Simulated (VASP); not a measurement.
Si32N (a cell with a defect), 33 atoms in the cell. The cell holds a defect, 33 atoms: a = 9.412 Å, b = 9.412 Å, c = 9.412 Å, α = 109.47°, β = 109.47°, γ = 109.47°.  This cell differs from its parent crystal: with an interstitial atom, then relaxed in part.

```yaml
Program: VASP 6.6.1
Task: single point
Functional: PBEsol
Potentials_or_basis: VASP PAW PBE potentials, release 64 (Si, N)
Cutoff: 520 eV
k_mesh: 3 × 3 × 3
Occupations: gaussian, width 0.02 eV
Spin: no spin polarisation
Dipole_correction: no
Charge: -1
Further_INCAR_settings: LREAL = Auto; ALGO = Normal; EDIFF = 1e-07; NBANDS = 88; NELECT = 134.0
```

Potentials or basis: VASP PAW PBE potentials, release 64 (Si, N).

Command:

```sh
$ cat potpaw_PBE.64/Si/POTCAR potpaw_PBE.64/N/POTCAR > POTCAR
$ mpirun -np 1 vasp_std > vasp.out
```

Hardware: 1 thread of Intel(R) Xeon(R) 6975P-C (Granite Rapids), on a shared host.

Task: How long does it take, and how much memory?

Result: It took 17 min on 1 thread of Intel(R) Xeon(R) 6975P-C (Granite Rapids), with other jobs on the host, peak memory 0.94 GiB. Counts: scf iterations 20, k points 14.
